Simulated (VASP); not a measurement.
# WC (P3m1) in VASP: further runs, part 2 of 2

VASP 6.6.1. The steps go on from the part before.

## 3. Single point, PBE (atoms displaced along a vibrational mode)

INCAR

```
SYSTEM = WC
ALGO = Normal
EDIFF = 1E-7
ENCUT = 520
GGA = PE
ISIF = 2
ISMEAR = 0
LASPH = .TRUE.
LCHARG = .FALSE.
LREAL = .FALSE.
LWAVE = .FALSE.
NBANDS = 16
NELM = 100
PREC = Accurate
SIGMA = 0.15
```

KPOINTS

```
k-points
0
G
  24 24 22
  0 0 0
```

POSCAR

```
WC
1.0
    2.9217716515      0.0000000000      0.0000000000
   -1.4608858258      2.5303284743      0.0000000000
    0.0000000000      0.0000000000      2.8470758817
W C
1 1
Direct
    0.0000000000      0.0000000000     -0.0008605406
    0.6666666667      0.3333333333      0.5131714087
```

Potentials or basis: VASP PAW PBE potentials, release 64 (W_sv, C).

Started as:

```console
$ cat potpaw_PBE.64/W_sv/POTCAR potpaw_PBE.64/C/POTCAR > POTCAR
$ mpirun -np 1 vasp_std > vasp.out
```

OUTCAR:

```text
SYSTEM = WC
   EDIFF = 1E-7
   ENCUT = 520
   GGA = PE
   ISIF = 2
   ISMEAR = 0
   LASPH = .TRUE.
   LREAL = .FALSE.
   NELM = 100
   PREC = Accurate

 ion  position               nearest neighbor table
   1  0.000  0.000  0.999-   2 2.18   2 2.18   2 2.18   2 2.23   2 2.23   2 2.23
   2  0.667  0.333  0.513-   1 2.18   1 2.18   1 2.18   1 2.23   1 2.23   1 2.23

  LATTYP: Found a hexagonal cell.
 ALAT       =     2.9217716515
 C/A-ratio  =     0.9744347681

  Lattice vectors:

 A1 = (   2.9217716515,   0.0000000000,   0.0000000000)
 A2 = (  -1.4608858258,   2.5303284743,   0.0000000000)
 A3 = (   0.0000000000,   0.0000000000,   2.8470758817)

Analysis of symmetry for initial positions (statically):
=====================================================================
 Subroutine PRICEL returns:
 Original cell was already a primitive cell.

 Routine SETGRP: Setting up the symmetry group for a
 hexagonal supercell.

 Subroutine GETGRP returns: Found  6 space group operations
 (whereof  6 operations were pure point group operations)
 out of a pool of 24 trial point group operations.

The static configuration has the point symmetry C_3v.

Analysis of symmetry for dynamics (positions and initial velocities):
=====================================================================
 Subroutine PRICEL returns:
 Original cell was already a primitive cell.

 Routine SETGRP: Setting up the symmetry group for a
 hexagonal supercell.

 Subroutine GETGRP returns: Found  6 space group operations
 (whereof  6 operations were pure point group operations)
 out of a pool of 24 trial point group operations.

The dynamic configuration has the point symmetry C_3v.

 Subroutine INISYM returns: Found  6 space group operations
 (whereof  6 operations are pure point group operations),
 and found     1 'primitive' translations

----------------------------------------------------------------------------------------

[... 111 lines left out ...]
     AMIX     =   0.40;   BMIX     =  1.00
     AMIX_MAG =   1.60;   BMIX_MAG =  1.00
  volume/ion in A,a.u.               =      10.52        71.02
  Fermi-wavevector in a.u.,A,eV,Ry     =   1.553907  2.936458 32.852980  2.414626
  Thomas-Fermi vector in A             =   2.658070
   LORBIT       =      0    0 simple, 1 ext, 2 COOP (PROOUT), +10 PAW based schemes
   GGA     = PE    functional components
   LHFCALC =     F    Hartree Fock is set to
   AEXX    =    0.0000 exact exchange contribution
   IVDW    =     0    specifies the selected vdW correction
   LEPSILON=     F    determine dielectric tensor
   LRPA    =     F    only Hartree local field effects (RPA)
 non-spin polarized calculation
 Gauss-broadening in eV      SIGMA  =   0.15
  energy-cutoff  :      520.00
  volume of cell :       21.05
 maximum number of plane-waves:       587
 NGX is ok and might be reduce to    24
   NGX = 11   NGY = 11   NGZ = 11

 number of electron      18.0000001 magnetization

 Free energy of the ion-electron system (eV)
  ---------------------------------------------------
  ext. energy  EPLUGINS =         0.00000000
  ---------------------------------------------------
  free energy    TOTEN  =       -22.43993351 eV

  energy without entropy =      -22.43660339  energy(sigma->0) =      -22.43826845

 E-fermi :  10.8767     XC(G=0): -13.7197

 val. band max:       10.8753483241   @ k =   0.1250   0.0000   0.3636
 cond. band min:      10.8923955286   @ k =   0.4583   0.0833   0.5000
 fundamental gap:      0.0170472045
 Fermi energy:        10.8767270001

 k-point     1 :       0.0000    0.0000    0.0000
  band No.  band energies     occupation
      1     -63.1538      2.00000
      2     -27.1316      2.00000
      3     -27.0407      2.00000
      4     -27.0407      2.00000
      5      -3.4640      2.00000
      6       6.6266      2.00000
[... 433 lines left out ...]
      3     -27.2293      2.00000
      4     -27.0270      2.00000
      5      -0.1686      2.00000
      6       3.9347      2.00000
[... 8 lines left out ...]
     15      23.6828      0.00000
     16      28.6138      0.00000

 [... further k-points ...]

------------------------ aborting loop because EDIFF is reached ----------------------------------------

  FORCE on cell =-STRESS in cart. coord.  units (eV):
  Direction    XX          YY          ZZ          XY          YZ          ZX
  --------------------------------------------------------------------------------------
  -------------------------------------------------------------------------------------
  Total        0.1795017      0.1795017      0.2069746     -0.0000000      0.0000000      0.0000000
  in kB       13.6633408     13.6633408     15.7545255     -0.0000000      0.0000000      0.0000000
  external PRESSURE =      14.3604024 kB  Pullay stress =       0.0000000 kB

 VOLUME and BASIS-vectors are now :
 -----------------------------------------------------------------------------
  energy-cutoff  :      520.00
  volume of cell :       21.05
      direct lattice vectors                 reciprocal lattice vectors
     2.921771651  0.000000000  0.000000000     0.342258095  0.197602803  0.000000000
    -1.460885826  2.530328474  0.000000000     0.000000000  0.395205607  0.000000000
     0.000000000  0.000000000  2.847075882     0.000000000  0.000000000  0.351237565

 POSITION                                       TOTAL-FORCE (eV/Angst)
 -----------------------------------------------------------------------------------
      0.00000      0.00000      2.84463        -0.000000     -0.000000      0.535956
      1.46089      0.84344      1.46104         0.000000      0.000000     -0.535956
 -----------------------------------------------------------------------------------
    total drift:                               -0.000000      0.000000     -0.000088

  FREE ENERGIE OF THE ION-ELECTRON SYSTEM (eV)
  ---------------------------------------------------
  free  energy   TOTEN  =       -22.4399335117 eV

  energy  without entropy=      -22.4366033878  energy(sigma->0) =      -22.43826845
```

stdout:

```text
POSCAR found type information on POSCAR W C
 POSCAR found :  2 types and       2 ions
 scaLAPACK will be used
 LDA part: xc-table for (Slater+PW92), standard interpolation
 POSCAR, INCAR and KPOINTS ok, starting setup
 FFT: planning ... GRIDC
 FFT: planning ... GRID_SOFT
 FFT: planning ... GRID
 WAVECAR not read
 entering main loop
```

It took 2.8 min on 1 thread of AMD EPYC 9R45 (Zen 5), shared host; peak memory 0.45 GiB.

What came out:

```yaml
Free_energy: -22.4399 eV
Pressure: 1.4 GPa
Largest_force: 0.536 eV/Å
Band_gap_on_the_k_mesh: zero (bands 9 and 10 overlap by 1.28 eV)
```

Forces in eV/Å, atoms in the order of the input:
```
W    0.000  0.000  0.536
C    0.000  0.000 -0.536
```

Caveat: the cell differs from its parent crystal (atoms displaced along a vibrational mode); spin-orbit coupling is left out, which moves the levels of the heavy elements.
